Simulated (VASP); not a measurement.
# TlCl in VASP: relaxation of the atoms with r2SCAN

Aim: the relaxation of the atoms of TlCl with r2SCAN.

Everything below comes from runs of VASP 6.6.1. Logs are shortened: lines on timing, memory, paths and dates and some standing lists are left out, and cuts for length are marked.

## (1) The cell of the first run

The cell holds a slab with vacuum, 6 atoms: a = 3.837 Å, b = 3.837 Å, c = 24.593 Å, α = 90.00°, β = 90.00°, γ = 90.00°.

## (2) Relaxation of the atoms, r2SCAN

POSCAR

```
TlCl
1.0
    3.8370264146      0.0000000000      0.0000000000
    0.0000000000      3.8370264146      0.0000000000
    0.0000000000      0.0000000000     24.5925660364
Cl Tl
3 3
Direct
    0.5000000000      0.5000000000      0.3049702088
    0.5000000000      0.5000000000      0.4609940418
    0.5000000000      0.5000000000      0.6170178747
    0.0000000000      0.0000000000      0.3829821253
    0.0000000000      0.0000000000      0.5390059582
    0.0000000000      0.0000000000      0.6950297912
```

INCAR.step1

```
PREC = Accurate
ENCUT = 500
ISMEAR = 0
SIGMA = 0.05
LREAL = F
LASPH = T
NELM = 120
LDIPOL = T
IDIPOL = 3
DIPOL = 0.5 0.5 0.500
GGA = PE
ALGO = Normal
EDIFF = 1E-5
LWAVE = T
LCHARG = F
GGA_COMPAT = F
IBRION = 2
EDIFFG = -0.01
NELMIN = 4
NSW = 100
NELMDL = -8
KPAR = 4
```

INCAR.step2

```
PREC = Accurate
ENCUT = 500
EDIFF = 1E-7
ISMEAR = 0
SIGMA = 0.05
LREAL = F
LASPH = T
NELM = 120
ALGO = Normal
ISIF = 2
LWAVE = F
LCHARG = F
LDIPOL = T
IDIPOL = 3
DIPOL = 0.5 0.5 0.500
METAGGA = R2SCAN
LMIXTAU = T
IBRION = 2
NSW = 80
EDIFFG = -0.02
ISTART = 1
GGA_COMPAT = F
NELMIN = 4
KPAR = 4
```

KPOINTS

```
Automatic mesh
0
Gamma
  7 7 1
```

Potentials or basis: VASP PAW PBE potentials, release 64 (Cl, Tl_d).

On the command line:

```sh
cat potpaw_PBE.64/Cl/POTCAR potpaw_PBE.64/Tl_d/POTCAR > POTCAR
cp INCAR.step1 INCAR
mpirun -np 4 vasp_std > vasp.out
cp INCAR.step2 INCAR
mpirun -np 4 vasp_std > vasp.out
```

OUTCAR:

```text
PREC = Accurate
   ENCUT = 500
   EDIFF = 1E-7
   ISMEAR = 0
   LREAL = F
   LASPH = T
   NELM = 120
   ISIF = 2
   METAGGA = R2SCAN
   IBRION = 2
   NSW = 80
   EDIFFG = -0.02
   ISTART = 1
   NELMIN = 4

 ion  position               nearest neighbor table
   1  0.500  0.500  0.305-   4 3.32   4 3.32   4 3.32   4 3.32
   2  0.500  0.500  0.461-   5 3.32   5 3.32   5 3.32   5 3.32   4 3.32   4 3.32   4 3.32   4 3.32

   3  0.500  0.500  0.617-   5 3.32   5 3.32   5 3.32   5 3.32   6 3.32   6 3.32   6 3.32   6 3.32

   4  0.000  0.000  0.383-   2 3.32   2 3.32   2 3.32   2 3.32   1 3.32   1 3.32   1 3.32   1 3.32
                             5 3.84
   5  0.000  0.000  0.539-   2 3.32   2 3.32   2 3.32   2 3.32   3 3.32   3 3.32   3 3.32   3 3.32
                             4 3.84   6 3.84
   6  0.000  0.000  0.695-   3 3.32   3 3.32   3 3.32   3 3.32   5 3.84

  LATTYP: Found a simple tetragonal cell.
 ALAT       =     3.8370264146
 C/A-ratio  =     6.4092772317

  Lattice vectors:

 A1 = (   3.8370264146,   0.0000000000,   0.0000000000)
 A2 = (   0.0000000000,   3.8370264146,   0.0000000000)
 A3 = (   0.0000000000,   0.0000000000,  24.5925660364)

Analysis of symmetry for initial positions (statically):
=====================================================================
 Subroutine PRICEL returns:
 Original cell was already a primitive cell.

 Routine SETGRP: Setting up the symmetry group for a
 simple tetragonal supercell.

 Subroutine GETGRP returns: Found  8 space group operations
 (whereof  8 operations were pure point group operations)
 out of a pool of 16 trial point group operations.

The static configuration has the point symmetry C_4v.

Analysis of symmetry for dynamics (positions and initial velocities):
=====================================================================
 Subroutine PRICEL returns:
 Original cell was already a primitive cell.

 Routine SETGRP: Setting up the symmetry group for a
 simple tetragonal supercell.

 Subroutine GETGRP returns: Found  8 space group operations
 (whereof  8 operations were pure point group operations)
 out of a pool of 16 trial point group operations.

The dynamic configuration has the point symmetry C_4v.

 Subroutine INISYM returns: Found  8 space group operations
 (whereof  8 operations are pure point group operations),
 and found     1 'primitive' translations

----------------------------------------------------------------------------------------

                                     Primitive cell

  volume of cell :     362.0707

  direct lattice vectors                    reciprocal lattice vectors
     3.837026415  0.000000000  0.000000000     0.260618482  0.000000000  0.000000000
     0.000000000  3.837026415  0.000000000     0.000000000  0.260618482  0.000000000
     0.000000000  0.000000000 24.592566036     0.000000000  0.000000000  0.040662695

  length of vectors
     3.837026415  3.837026415 24.592566036     0.260618482  0.260618482  0.040662695

  position of ions in fractional coordinates (direct lattice)
     0.500000000  0.500000000  0.304970209
     0.500000000  0.500000000  0.460994042
     0.500000000  0.500000000  0.617017875
     0.000000000  0.000000000  0.382982125
     0.000000000  0.000000000  0.539005958
     0.000000000  0.000000000  0.695029791

  ion indices of the primitive-cell ions
   primitive index   ion index
                 1           1
                 2           2
                 3           3
                 4           4
                 5           5
                 6           6

----------------------------------------------------------------------------------------

 KPOINTS: Automatic mesh

Automatic generation of k-mesh.
 Grid dimensions read from file:
 generate k-points for:    7    7    1

 Generating k-lattice:

  Cartesian coordinates                     Fractional coordinates (reciprocal lattice)
     0.037231212  0.000000000  0.000000000     0.142857143  0.000000000  0.000000000
     0.000000000  0.037231212  0.000000000     0.000000000  0.142857143  0.000000000
     0.000000000  0.000000000  0.040662695     0.000000000  0.000000000  1.000000000

  Length of vectors
     0.037231212  0.037231212  0.040662695

  Shift w.r.t. Gamma in fractional coordinates (k-lattice)
     0.000000000  0.000000000  0.000000000

 Subroutine IBZKPT returns following result:
 ===========================================

 Found     10 irreducible k-points:

 Following reciprocal coordinates:
            Coordinates               Weight
  0.000000  0.000000  0.000000      1.000000
  0.142857  0.000000  0.000000      4.000000
  0.285714  0.000000  0.000000      4.000000
  0.428571  0.000000  0.000000      4.000000
  0.142857  0.142857  0.000000      4.000000
  0.285714  0.142857  0.000000      8.000000
  0.428571  0.142857  0.000000      8.000000
  0.285714  0.285714  0.000000      4.000000
  0.428571  0.285714  0.000000      8.000000
  0.428571  0.428571  0.000000      4.000000
   k-points           NKPTS =     10   k-points in BZ     NKDIM =     10   number of bands    NBANDS=     36
   number of dos      NEDOS =    301   number of ions     NIONS =      6
   total plane-waves  NPLWV = 141120
   dimension x,y,z NGX =    28 NGY =   28 NGZ =  180
   dimension x,y,z NGXF=    56 NGYF=   56 NGZF=  360
   ions per type =               3   3
   NGX,Y,Z   is equivalent  to a cutoff of  12.13, 12.13, 12.17 a.u.
   NGXF,Y,Z  is equivalent  to a cutoff of  24.26, 24.26, 24.34 a.u.
 SYSTEM =  unknown system
   PREC   = accura    normal or accurate (medium, high low for compatibility)
   ISTART =      1    job   : 0-new  1-cont  2-samecut
   ICHARG =      0    charge: 1-file 2-atom 10-const
   ISPIN  =      1    spin polarized calculation?
   LNONCOLLINEAR =      F non collinear calculations
   LSORBIT =      F    spin-orbit coupling
   LASPH  =      T    aspherical Exc in radial PAW
   ENCUT  =  500.0 eV  36.75 Ry    6.06 a.u.   7.00  7.00 44.84*2*pi/ulx,y,z
   NELM   =    120;   NELMIN=  4; NELMDL=  0     # of ELM steps
   EDIFF  = 0.1E-06   stopping-criterion for ELM
   LREAL  =      F    real-space projection
   EDIFFG = -.2E-01   stopping-criterion for IOM
   NSW    =     80    number of steps for IOM
   IBRION =      2    ionic relax: 0-MD 1-quasi-New 2-CG
   NFREE  =      1    steps in history (QN), initial steepest desc. (CG)
   ISIF   =      2    stress and relaxation
   ISYM   =      2    0-nonsym 1-usesym 2-fastsym
   POTIM  = 0.5000    time-step for ionic-motion
   TEBEG  =    0.0;   TEEND  =   0.0 temperature during run
   PSTRESS=    0.0 pullay stress
   NELECT =      60.0000    total number of electrons
   NUPDOWN=      -1.0000    fix difference up-down
   EMIN   =  10.00;   EMAX   =-10.00  energy-range for DOS
   EFERMI =   0.00;   METHOD = LEGACY
   ISMEAR =     0;   SIGMA  =   0.05  broadening in eV -4-tet -1-fermi 0-gaus
   EFERMI_NEDOS =   21; number of points for ismear=-14 and -15
   IALGO  =     38    algorithm
   IMIX   =      4    mixing-type and parameters
     AMIX     =   0.40;   BMIX     =  1.00
     AMIX_MAG =   1.60;   BMIX_MAG =  1.00
  volume/ion in A,a.u.               =      60.35       407.23
  Fermi-wavevector in a.u.,A,eV,Ry     =   0.899209  1.699259 11.001362  0.808577
  Thomas-Fermi vector in A             =   2.022015
   LORBIT       =      0    0 simple, 1 ext, 2 COOP (PROOUT), +10 PAW based schemes
   METAGGA = R2SCAN    functional components
   LHFCALC =     F    Hartree Fock is set to
   AEXX    =    0.0000 exact exchange contribution
   IVDW    =     0    specifies the selected vdW correction
   LEPSILON=     F    determine dielectric tensor
   LRPA    =     F    only Hartree local field effects (RPA)
 conjugate gradient relaxation of ions
 non-spin polarized calculation
 Gauss-broadening in eV      SIGMA  =   0.05
  energy-cutoff  :      500.00
  volume of cell :      362.07
 maximum number of plane-waves:      9242
 NGX is ok and might be reduce to    28
   NGX = 13   NGY = 13   NGZ = 89

--------------------------------------- Ionic step        1  -------------------------------------------

 number of electron      59.9999983 magnetization

 Free energy of the ion-electron system (eV)
  ---------------------------------------------------
  ext. energy  EPLUGINS =         0.00000000
  ---------------------------------------------------
  free energy    TOTEN  =      -182.47173367 eV

  energy without entropy =     -182.45915364  energy(sigma->0) =     -182.46544365

------------------------ aborting loop because EDIFF is reached ----------------------------------------

  FORCE on cell =-STRESS in cart. coord.  units (eV):
  Direction    XX          YY          ZZ          XY          YZ          ZX
  --------------------------------------------------------------------------------------
  -------------------------------------------------------------------------------------
  Total       -1.7633837     -1.7633837     -1.8871487      0.0000000      0.0000000      0.0000000
  in kB       -7.8030427     -7.8030427     -8.3507076      0.0000000      0.0000000      0.0000000
  external PRESSURE =      -7.9855976 kB  Pullay stress =       0.0000000 kB
[... 101 lines left out ...]
  FREE ENERGIE OF THE ION-ELECTRON SYSTEM (eV)
  ---------------------------------------------------
  free  energy   TOTEN  =      -183.1887447040 eV

  energy  without entropy=     -183.1818072499  energy(sigma->0) =     -183.18527598

 dipolmoment           0.000000      0.000000      0.111209 electrons x Angstroem

[... ionic steps 4 to 16 ...]

--------------------------------------- Ionic step       17  -------------------------------------------

 number of electron      59.9999996 magnetization

------------------------ aborting loop because EDIFF is reached ----------------------------------------
[... 75 lines left out ...]
--------------------------------------- Ionic step       19  -------------------------------------------

 number of electron      59.9999992 magnetization

 dipolmoment           0.000000      0.000000     -0.446491 electrons x Angstroem

 Free energy of the ion-electron system (eV)
  ---------------------------------------------------
  ext. energy  EPLUGINS =         0.00000000
  ---------------------------------------------------
  free energy    TOTEN  =      -183.63355041 eV

  energy without entropy =     -183.63081244  energy(sigma->0) =     -183.63218142

 E-fermi :  -0.8975     XC(G=0):  -4.9041

 val. band max:       -0.9463858894   @ k =   0.2857   0.1429   0.0000
 cond. band min:      -0.6225423545   @ k =   0.1429   0.0000   0.0000
 fundamental gap:      0.3238435349
 Fermi energy:        -0.8975461659

 k-point     1 :       0.0000    0.0000    0.0000
  band No.  band energies     occupation
      1     -18.3207      2.00000
      2     -16.5986      2.00000
      3     -14.9088      2.00000
      4     -14.1471      2.00000
      5     -14.0482      2.00000
      6     -13.9706      2.00000
[... 379 lines left out ...]
     35       2.4031      0.00000
     36       3.2985      0.00000

------------------------ aborting loop because EDIFF is reached ----------------------------------------

 vacuum level on the upper side and lower side of the slab       (xc-potential included)        -2.706         2.668

  FORCE on cell =-STRESS in cart. coord.  units (eV):
  Direction    XX          YY          ZZ          XY          YZ          ZX
  --------------------------------------------------------------------------------------
  -------------------------------------------------------------------------------------
  Total        1.2952280      1.2952280      0.1467761      0.0000000      0.0000000      0.0000000
  in kB        5.7314350      5.7314350      0.6494902      0.0000000      0.0000000      0.0000000
  external PRESSURE =       4.0374534 kB  Pullay stress =       0.0000000 kB
[... 21 lines left out ...]
  FREE ENERGIE OF THE ION-ELECTRON SYSTEM (eV)
  ---------------------------------------------------
  free  energy   TOTEN  =      -183.6335504056 eV

  energy  without entropy=     -183.6308124365  energy(sigma->0) =     -183.63218142

 reached required accuracy - stopping structural energy minimisation

 vacuum level on the upper side and lower side of the slab         1.246         6.742
```

Wall time 1.9 h (4 MPI ranks of Intel Xeon Platinum 8259CL at 2.50GHz (Skylake/Cascade Lake), shared host); peak memory 0.52 GiB.

What came out:

```yaml
Free_energy: -183.6336 eV
Energy_gained_by_relaxing: 193.6 meV/atom
Ionic_steps: 19
Largest_force_after_relaxing: 0.018 eV/Å
Band_gap_on_the_k_mesh: zero (bands 30 and 31 overlap by 0.07 eV)
```

Forces in eV/Å, atoms in the order of the input:
```
Cl   0.000  0.000 -0.016
Cl   0.000  0.000  0.003
Cl   0.000  0.000  0.014
Tl   0.000  0.000  0.000
Tl   0.000  0.000 -0.018
Tl   0.000  0.000  0.018
```

Step by step:
| step | energy change (eV) | largest force (eV/Å) | pressure (GPa) |
| --- | --- | --- | --- |
| 1 | 0.0000 | 1.1910 | -0.80 |
| 2 | -0.1945 | 1.1911 | -0.84 |
| 3 | -0.7170 | 0.8218 | -0.60 |
| 4 | -0.9949 | 0.7014 | 1.06 |
| 5 | -1.0489 | 0.6736 | 0.35 |
| 6 | -1.0499 | 0.6523 | 0.42 |
| 7 | -1.1262 | 0.3227 | 0.68 |
| 8 | -1.1341 | 0.2984 | 0.79 |
| 9 | -1.1343 | 0.2940 | 0.81 |
| 10 | -1.1494 | 0.1250 | 0.64 |
| 11 | -1.1517 | 0.0409 | 0.54 |
| 12 | -1.1517 | 0.0462 | 0.54 |
| 13 | -1.1524 | 0.0431 | 0.52 |
| 14 | -1.1540 | 0.0513 | 0.48 |
| 15 | -1.1556 | 0.1118 | 0.40 |
| 16 | -1.1560 | 0.1074 | 0.40 |
| 17 | -1.1572 | 0.0938 | 0.40 |
| 18 | -1.1592 | 0.0669 | 0.40 |
| 19 | -1.1618 | 0.0181 | 0.40 |

Final structure:
```
Cl Tl
1.0
     3.83703    0.00000    0.00000
     0.00000    3.83703    0.00000
     0.00000    0.00000   24.59257
Cl Tl
3 3
Cartesian
  1.9185 1.9185 7.6186
  1.9185 1.9185 11.6767
  1.9185 1.9185 15.7021
  0.0000 3.8370 8.8671
  0.0000 0.0000 12.9524
  3.8370 0.0000 16.9608
```

Caveat: the PAW data sets were made with another functional, which shifts forces and pressure a little; spin-orbit coupling is left out, which moves the levels of the heavy elements.

The gap in the log of VASP goes by the Fermi energy; the results here count the filled bands.